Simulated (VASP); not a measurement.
Here is a VASP 6.6.1 calculation.

File POSCAR:

```
CdS
1.0
    0.0000000000      2.9392148430      2.9098226946
    2.9392148430      0.0000000000      2.9098226946
    2.9392148430      2.9392148430      0.0000000000
Cd S
1 1
Direct
    0.0000000000      0.0000000000      0.0000000000
    0.2500000000      0.2500000000      0.2500000000
```

File INCAR.step1:

```
  PREC = Accurate
  ENCUT = 520
  EDIFF = 1E-5
  ISMEAR = 0
  SIGMA = 0.01
  LREAL = False
  LASPH = True
  NELM = 80
  ALGO = Normal
  ISIF = 2
  LWAVE = True
  NBANDS = 16
  GGA = PE
  KPAR = 4
```

File INCAR.step2:

```
  PREC = Accurate
  ENCUT = 520
  EDIFF = 1E-6
  ISMEAR = 0
  SIGMA = 0.01
  LREAL = False
  LASPH = True
  NELM = 80
  ALGO = Normal
  ISIF = 2
  LWAVE = False
  LCHARG = True
  GGA = PE
  LHFCALC = True
  HFSCREEN = 0.2079
  PRECFOCK = Normal
  LVHAR = True
  NBANDS = 16
  ISTART = 1
  KPAR = 4
```

KPOINTS

```
Automatic mesh
0
Gamma
  6 6 6
```

Potentials or basis: VASP PAW PBE potentials, release 64 (Cd, S).

Command:

```bash
$ cat potpaw_PBE.64/Cd/POTCAR potpaw_PBE.64/S/POTCAR > POTCAR
$ cp INCAR.step1 INCAR
$ mpirun -np 4 vasp_std > vasp.out
$ cp INCAR.step2 INCAR
$ mpirun -np 4 vasp_std > vasp.out
```

Problem. Estimate the pressure.

Solution. 1.1 GPa.

Problem. What does it give for the band gap on the k mesh?

Solution. 2.12 eV.

Stress tensor (GPa, compression positive):
```
1.07 0.00 0.00
0.00 1.07 0.00
0.00 0.00 1.26
```

Caveat: the cell differs from its parent crystal (uniaxial z strain -1.0%); the structure was generated, so it needn't be the stable form of CdS; the PAW data sets were made with another functional, which shifts forces and pressure a little.
